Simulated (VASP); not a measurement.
Wanted: the native input for a VASP 6.6.1 run.

| Item | Value |
| --- | --- |
| Task | single point |
| Functional | PBEsol |
| Potentials or basis | VASP PAW PBE potentials, release 64 (In_d, P) |
| Cutoff | 520 eV |
| k mesh | 1 × 1 × 10 |
| Occupations | gaussian, width 0.05 eV |
| Spin | no spin polarisation |
| Dipole correction | no |
| Further INCAR settings | ALGO = Normal; EDIFF = 1e-07; NBANDS = 66 |

The structure of InP lies in POSCAR:

```
InP
1.0
   14.5000000000      0.0000000000      0.0000000000
    0.0000000000     14.8000000000      0.0000000000
    0.0000000000      0.0000000000      4.9188788509
In P
6 6
Direct
    0.4581064072      0.5330518563      0.0000000000
    0.4825380893      0.3071159071      0.5000000000
    0.5070489768      0.6893781780      0.5000000000
    0.2828305518      0.4542535916      0.5000000000
    0.6572953723      0.4893239411      0.5000000000
    0.3411808157      0.3366175171      0.0000000000
    0.2812507694      0.5138269616      0.0000000000
    0.7057659126      0.5434669412      0.0000000000
    0.3028398576      0.2752760743      0.5000000000
    0.4748070882      0.4909977122      0.5000000000
    0.5267810673      0.3536585347      0.0000000000
    0.6030630971      0.6441723849      0.0000000000
```

The input as run:

INCAR

```
PREC = Accurate
ENCUT = 520
EDIFF = 1E-7
ISMEAR = 0
SIGMA = 0.05
LREAL = False
LASPH = True
NELM = 60
ALGO = Normal
ISIF = 2
LWAVE = False
LCHARG = False
GGA = PS
NBANDS = 66
```

KPOINTS

```
Automatic mesh
0
Gamma
  1 1 10
```

Potentials or basis: VASP PAW PBE potentials, release 64 (In_d, P).

Launch:

```bash
$ cat potpaw_PBE.64/In_d/POTCAR potpaw_PBE.64/P/POTCAR > POTCAR
$ mpirun -np 1 vasp_std > vasp.out
```

Results of the run:

- Largest force: 0.034 eV/Å
- Band gap on the k mesh: zero (bands 54 and 55 overlap by 0.76 eV)

Caveat: the PAW data sets were made with another functional, which shifts forces and pressure a little; spin-orbit coupling is left out, which moves the levels of the heavy elements.

It took 11 min on 1 thread of Intel(R) Xeon(R) 6975P-C (Granite Rapids) (shared host), peak memory 1 GiB.
